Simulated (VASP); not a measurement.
# SnTe (Pm-3m) in VASP: settings compared

The runs below take SnTe through relaxation of cell and atoms, single point, with BLYP, PBE+D3(BJ).

Everything below comes from runs of VASP 6.6.1. Logs are shortened: lines on timing, memory, paths and dates and some standing lists are left out, and cuts for length are marked.

## (1) The cell of the first run

The structure is cubic, space group Pm-3m (No. 221). The conventional cell has a = 3.905 Å, b = 3.905 Å, c = 3.905 Å, α = 90.00°, β = 90.00°, γ = 90.00°. Within 4.4 Å of Te (site symmetry m-3m) lie 8 Sn at 3.38 Å and 6 Te at 3.90 Å. Sn (site symmetry m-3m) has 8 Te at 3.38 Å and 6 Sn at 3.90 Å within 4.4 Å.

## (2) Relaxation of cell and atoms, BLYP

INCAR

```
PREC = Accurate
ENCUT = 600
EDIFF = 1E-6
ISMEAR = -1
SIGMA = 0.05
LREAL = F
LASPH = T
NELM = 60
ALGO = Normal
ISIF = 3
LWAVE = F
LCHARG = F
GGA = B5
ALDAX = 1.0
AGGAX = 1.0
AGGAC = 1.0
ALDAC = 0.0
IBRION = 2
NSW = 60
EDIFFG = -0.01
```

KPOINTS

```
Automatic mesh
0
Gamma
  7 7 7
```

POSCAR

```
SnTe
1.0
    3.9047000000      0.0000000000      0.0000000000
    0.0000000000      3.9047000000      0.0000000000
    0.0000000000      0.0000000000      3.9047000000
Te Sn
1 1
Direct
    0.5000000000      0.5000000000      0.5000000000
    0.0000000000      0.0000000000      0.0000000000
```

Potentials or basis: VASP PAW PBE potentials, release 64 (Te, Sn_d).

Run with:

```
$ cat potpaw_PBE.64/Te/POTCAR potpaw_PBE.64/Sn_d/POTCAR > POTCAR
$ mpirun -np 1 vasp_std > vasp.out
```

OUTCAR:

```text
PREC = Accurate
   ENCUT = 600
   EDIFF = 1E-6
   ISMEAR = -1
   LREAL = F
   LASPH = T
   NELM = 60
   ISIF = 3
   GGA = B5
   IBRION = 2
   NSW = 60
   EDIFFG = -0.01

 ion  position               nearest neighbor table
   1  0.500  0.500  0.500-   2 3.38   2 3.38   2 3.38   2 3.38   2 3.38   2 3.38   2 3.38   2 3.38

   2  0.000  0.000  0.000-   1 3.38   1 3.38   1 3.38   1 3.38   1 3.38   1 3.38   1 3.38   1 3.38

  LATTYP: Found a simple cubic cell.
 ALAT       =     3.9047000000

  Lattice vectors:

 A1 = (   3.9047000000,   0.0000000000,   0.0000000000)
 A2 = (   0.0000000000,   3.9047000000,   0.0000000000)
 A3 = (   0.0000000000,   0.0000000000,   3.9047000000)

Analysis of symmetry for initial positions (statically):
=====================================================================
 Subroutine PRICEL returns:
 Original cell was already a primitive cell.

 Routine SETGRP: Setting up the symmetry group for a
 simple cubic supercell.

 Subroutine GETGRP returns: Found 48 space group operations
 (whereof 48 operations were pure point group operations)
 out of a pool of 48 trial point group operations.

The static configuration has the point symmetry O_h .

Analysis of symmetry for dynamics (positions and initial velocities):
=====================================================================
 Subroutine PRICEL returns:
 Original cell was already a primitive cell.

 Routine SETGRP: Setting up the symmetry group for a
 simple cubic supercell.

 Subroutine GETGRP returns: Found 48 space group operations
 (whereof 48 operations were pure point group operations)
 out of a pool of 48 trial point group operations.

The dynamic configuration has the point symmetry O_h .

 Subroutine INISYM returns: Found 48 space group operations
 (whereof 48 operations are pure point group operations),
 and found     1 'primitive' translations

----------------------------------------------------------------------------------------

                                     Primitive cell

  volume of cell :      59.5337

  direct lattice vectors                    reciprocal lattice vectors
     3.904700000  0.000000000  0.000000000     0.256101621  0.000000000  0.000000000
     0.000000000  3.904700000  0.000000000     0.000000000  0.256101621  0.000000000
     0.000000000  0.000000000  3.904700000     0.000000000  0.000000000  0.256101621

  length of vectors
     3.904700000  3.904700000  3.904700000     0.256101621  0.256101621  0.256101621

  position of ions in fractional coordinates (direct lattice)
     0.500000000  0.500000000  0.500000000
     0.000000000  0.000000000  0.000000000

  ion indices of the primitive-cell ions
   primitive index   ion index
                 1           1
                 2           2

----------------------------------------------------------------------------------------

 KPOINTS: Automatic mesh

Automatic generation of k-mesh.
 Grid dimensions read from file:
 generate k-points for:    7    7    7

 Generating k-lattice:

  Cartesian coordinates                     Fractional coordinates (reciprocal lattice)
     0.036585946  0.000000000  0.000000000     0.142857143  0.000000000  0.000000000
     0.000000000  0.036585946  0.000000000     0.000000000  0.142857143  0.000000000
     0.000000000  0.000000000  0.036585946     0.000000000  0.000000000  0.142857143

  Length of vectors
     0.036585946  0.036585946  0.036585946

  Shift w.r.t. Gamma in fractional coordinates (k-lattice)
     0.000000000  0.000000000  0.000000000

 Subroutine IBZKPT returns following result:
 ===========================================

 Found     20 irreducible k-points:

 Following reciprocal coordinates:
            Coordinates               Weight
  0.000000  0.000000  0.000000      1.000000
  0.142857  0.000000  0.000000      6.000000
  0.285714  0.000000  0.000000      6.000000
  0.428571  0.000000  0.000000      6.000000
  0.142857  0.142857  0.000000     12.000000
  0.285714  0.142857  0.000000     24.000000
[... 12 lines left out ...]
  0.428571  0.428571  0.285714     24.000000
  0.428571  0.428571  0.428571      8.000000
   k-points           NKPTS =     20   k-points in BZ     NKDIM =     20   number of bands    NBANDS=     14
   number of dos      NEDOS =    301   number of ions     NIONS =      2
   total plane-waves  NPLWV =  32768
   dimension x,y,z NGX =    32 NGY =   32 NGZ =   32
   dimension x,y,z NGXF=    64 NGYF=   64 NGZF=   64
   ions per type =               1   1
   NGX,Y,Z   is equivalent  to a cutoff of  13.62, 13.62, 13.62 a.u.
   NGXF,Y,Z  is equivalent  to a cutoff of  27.25, 27.25, 27.25 a.u.
 SYSTEM =  unknown system
   PREC   = accura    normal or accurate (medium, high low for compatibility)
   ISTART =      0    job   : 0-new  1-cont  2-samecut
   ICHARG =      2    charge: 1-file 2-atom 10-const
   ISPIN  =      1    spin polarized calculation?
   LNONCOLLINEAR =      F non collinear calculations
   LSORBIT =      F    spin-orbit coupling
   LASPH  =      T    aspherical Exc in radial PAW
   ENCUT  =  600.0 eV  44.10 Ry    6.64 a.u.   7.80  7.80  7.80*2*pi/ulx,y,z
   NELM   =     60;   NELMIN=  2; NELMDL= -5     # of ELM steps
   EDIFF  = 0.1E-05   stopping-criterion for ELM
   LREAL  =      F    real-space projection
   EDIFFG = -.1E-01   stopping-criterion for IOM
   NSW    =     60    number of steps for IOM
   IBRION =      2    ionic relax: 0-MD 1-quasi-New 2-CG
   NFREE  =      1    steps in history (QN), initial steepest desc. (CG)
   ISIF   =      3    stress and relaxation
   ISYM   =      2    0-nonsym 1-usesym 2-fastsym
   POTIM  = 0.5000    time-step for ionic-motion
   TEBEG  =    0.0;   TEEND  =   0.0 temperature during run
   PSTRESS=    0.0 pullay stress
   NELECT =      20.0000    total number of electrons
   NUPDOWN=      -1.0000    fix difference up-down
   EMIN   =  10.00;   EMAX   =-10.00  energy-range for DOS
   EFERMI =   0.00;   METHOD = LEGACY
   ISMEAR =    -1;   SIGMA  =   0.05  broadening in eV -4-tet -1-fermi 0-gaus
   EFERMI_NEDOS =   21; number of points for ismear=-14 and -15
   IALGO  =     38    algorithm
   IMIX   =      4    mixing-type and parameters
     AMIX     =   0.40;   BMIX     =  1.00
     AMIX_MAG =   1.60;   BMIX_MAG =  1.00
  volume/ion in A,a.u.               =      29.77       200.88
  Fermi-wavevector in a.u.,A,eV,Ry     =   1.138057  2.150615 17.621893  1.295173
  Thomas-Fermi vector in A             =   2.274761
   LORBIT       =      0    0 simple, 1 ext, 2 COOP (PROOUT), +10 PAW based schemes
   GGA     = B5    functional components
   LHFCALC =     F    Hartree Fock is set to
   AEXX    =    0.0000 exact exchange contribution
   IVDW    =     0    specifies the selected vdW correction
   LEPSILON=     F    determine dielectric tensor
   LRPA    =     F    only Hartree local field effects (RPA)
 conjugate gradient relaxation of ions
 non-spin polarized calculation
  energy-cutoff  :      600.00
  volume of cell :       59.53
 maximum number of plane-waves:      2001
 NGX is ok and might be reduce to    32
   NGX = 15   NGY = 15   NGZ = 15

--------------------------------------- Ionic step        1  -------------------------------------------

 number of electron      19.9999995 magnetization

 Free energy of the ion-electron system (eV)
  ---------------------------------------------------
  ext. energy  EPLUGINS =         0.00000000
  ---------------------------------------------------
  free energy    TOTEN  =        -5.55001761 eV

  energy without entropy =       -5.52822757  energy(sigma->0) =       -5.53912259

------------------------ aborting loop because EDIFF is reached ----------------------------------------

  FORCE on cell =-STRESS in cart. coord.  units (eV):
  Direction    XX          YY          ZZ          XY          YZ          ZX
  --------------------------------------------------------------------------------------
  -------------------------------------------------------------------------------------
  Total        1.4780339      1.4780339      1.4780339      0.0000000     -0.0000000      0.0000000
  in kB       39.7769929     39.7769929     39.7769929      0.0000000     -0.0000000      0.0000000
  external PRESSURE =      39.7769929 kB  Pullay stress =       0.0000000 kB

 VOLUME and BASIS-vectors are now :
 -----------------------------------------------------------------------------
  energy-cutoff  :      600.00
  volume of cell :       59.53
      direct lattice vectors                 reciprocal lattice vectors
     3.904700000  0.000000000  0.000000000     0.256101621  0.000000000  0.000000000
     0.000000000  3.904700000  0.000000000     0.000000000  0.256101621  0.000000000
     0.000000000  0.000000000  3.904700000     0.000000000  0.000000000  0.256101621
[... 37 lines left out ...]
 POSITION                                       TOTAL-FORCE (eV/Angst)
 -----------------------------------------------------------------------------------
      2.02196      2.02196      2.02196         0.000000     -0.000000      0.000000
      0.00000      0.00000      0.00000        -0.000000      0.000000      0.000000
 -----------------------------------------------------------------------------------
    total drift:                                0.000000      0.000000     -0.000000

  FREE ENERGIE OF THE ION-ELECTRON SYSTEM (eV)
  ---------------------------------------------------
  free  energy   TOTEN  =        -5.6333397069 eV

  energy  without entropy=       -5.6166327002  energy(sigma->0) =       -5.62498620

--------------------------------------- Ionic step        3  -------------------------------------------

 number of electron      20.0000016 magnetization

 Free energy of the ion-electron system (eV)
  ---------------------------------------------------
  ext. energy  EPLUGINS =         0.00000000
  ---------------------------------------------------
  free energy    TOTEN  =        -5.63370400 eV

  energy without entropy =       -5.61756788  energy(sigma->0) =       -5.62563594

 E-fermi :   6.2103     XC(G=0):  -8.7463

 val. band max:        6.1847619473   @ k =   0.4286   0.2857   0.0000
 cond. band min:       6.2156360050   @ k =   0.1429   0.1429   0.1429
 fundamental gap:      0.0308740577
 Fermi energy:         6.2103178782

 k-point     1 :       0.0000    0.0000    0.0000
  band No.  band energies     occupation
      1     -15.5406      2.00000
      2     -15.5406      2.00000
      3     -15.5156      2.00000
      4     -15.5156      2.00000
      5     -15.5156      2.00000
      6      -5.3764      2.00000
      7       0.3980      2.00000
      8       4.7331      2.00000
      9       4.7331      2.00000
     10       4.7331      2.00000
     11      10.3639      0.00000
     12      10.3639      0.00000
     13      10.6606      0.00000
     14      10.6606      0.00000

 k-point     2 :       0.1429    0.0000    0.0000
  band No.  band energies     occupation
      1     -15.5405      2.00000
      2     -15.5367      2.00000
      3     -15.5168      2.00000
      4     -15.5168      2.00000
      5     -15.5155      2.00000
      6      -5.2457      2.00000
      7       0.0780      2.00000
      8       4.6622      2.00000
      9       4.8941      2.00000
     10       4.8941      2.00000
[... 330 lines left out ...]
 POSITION                                       TOTAL-FORCE (eV/Angst)
 -----------------------------------------------------------------------------------
      2.02700      2.02700      2.02700         0.000000     -0.000000      0.000000
      0.00000      0.00000      0.00000        -0.000000      0.000000      0.000000
 -----------------------------------------------------------------------------------
    total drift:                               -0.000000      0.000000      0.000000

  FREE ENERGIE OF THE ION-ELECTRON SYSTEM (eV)
  ---------------------------------------------------
  free  energy   TOTEN  =        -5.6337040025 eV

  energy  without entropy=       -5.6175678823  energy(sigma->0) =       -5.62563594

 reached required accuracy - stopping structural energy minimisation
```

It took 45 s on 1 thread of Intel Xeon Platinum 8559C (Emerald Rapids), shared host; peak memory 0.19 GiB.

Results:

```yaml
Free_energy: -5.6337 eV
Relaxed_volume: 33.31 Å³/atom
Relaxed_cell: a = 4.054 Å, b = 4.054 Å, c = 4.054 Å, α = 90.00°, β = 90.00°, γ = 90.00°
Space_group_after_relaxing_to_0.05_Å: Pm-3m (No. 221)
Energy_gained_by_relaxing: 41.8 meV/atom
Ionic_steps: 3
Pressure_after_relaxing: 0.0 GPa
Band_gap_on_the_k_mesh: zero (band 10 reaches 6.38 eV, above the bottom of band 11 at 5.67 eV)
```

The path:
```tsv
step	energy change (eV)	largest force (eV/Å)	pressure (GPa)	volume (Å³)
1	0.0000	0.0000	3.98	59.53
2	-0.0833	0.0000	0.23	66.13
3	-0.0837	0.0000	-0.01	66.63
```

Final structure:
```
Te Sn
1.0
     4.05399    0.00000    0.00000
     0.00000    4.05399    0.00000
     0.00000    0.00000    4.05399
Te Sn
1 1
Direct
  0.50000 0.50000 0.50000
  0.00000 0.00000 0.00000
```

Levels at points of the mesh, in eV from the Fermi level:
```tsv
k point	band 6	band 7	band 8	band 9	band 10	band 11	band 12	band 13	band 14
(0.00, 0.00, 0.00)	-11.59	-5.81	-1.48	-1.48	-1.48	4.15	4.15	4.45	4.45
```

Caveat: the PAW data sets were made with another functional, which shifts forces and pressure a little; spin-orbit coupling is left out, which moves the levels of the heavy elements.

## (3) Single point, PBE+D3(BJ)

This run uses another cell than the first one, of 27.32 Å³/atom, 0.918 times its volume.

INCAR

```
SYSTEM = SnTe
ALGO = Normal ; EDIFF = 1E-6
ENCUT = 520 ; GGA = PE
ISIF = 2 ; ISMEAR = -1
IVDW = 12 ; LASPH = .True.
LCHARG = .False. ; LREAL = .False.
LWAVE = .False. ; NBANDS = 17
NELM = 100 ; PREC = Accurate
SIGMA = 0.05
```

KPOINTS

```
k-points
0
Gamma
  7 7 7
  0 0 0
```

POSCAR

```
SnTe
1.0
    3.7945613722      0.0000000000      0.0000000000
    0.0000000000      3.7945613722      0.0000000000
    0.0000000000      0.0000000000      3.7945613722
Te Sn
1 1
Direct
    0.5000000000      0.5000000000      0.5000000000
    0.0000000000      0.0000000000      0.0000000000
```

Potentials or basis: VASP PAW PBE potentials, release 64 (Te, Sn_d).

Run with:

```
$ cat potpaw_PBE.64/Te/POTCAR potpaw_PBE.64/Sn_d/POTCAR > POTCAR
$ mpirun -np 1 vasp_std > vasp.out
```

It took 8.9 s on 1 thread of Intel Xeon 6975P-C, shared host; peak memory 0.17 GiB.

The run converged. Its results:

* Free energy: -7.9726 eV
* Pressure: 0.0 GPa
* Band gap on the k mesh: zero (band 10 reaches 8.45 eV, above the bottom of band 11 at 7.02 eV)
* Dispersion energy per atom: -0.455 eV

Levels at points of the mesh, in eV from the Fermi level:
```csv
k point,band 7,band 8,band 9,band 10,band 11,band 12,band 13,band 14
"(0.00, 0.00, 0.00)",-4.99,-1.92,-1.92,-1.92,3.43,3.43,5.99,5.99
```

Caveat: spin-orbit coupling is left out, which moves the levels of the heavy elements; pairwise dispersion overbinds metals, which lowers pressure and volume.
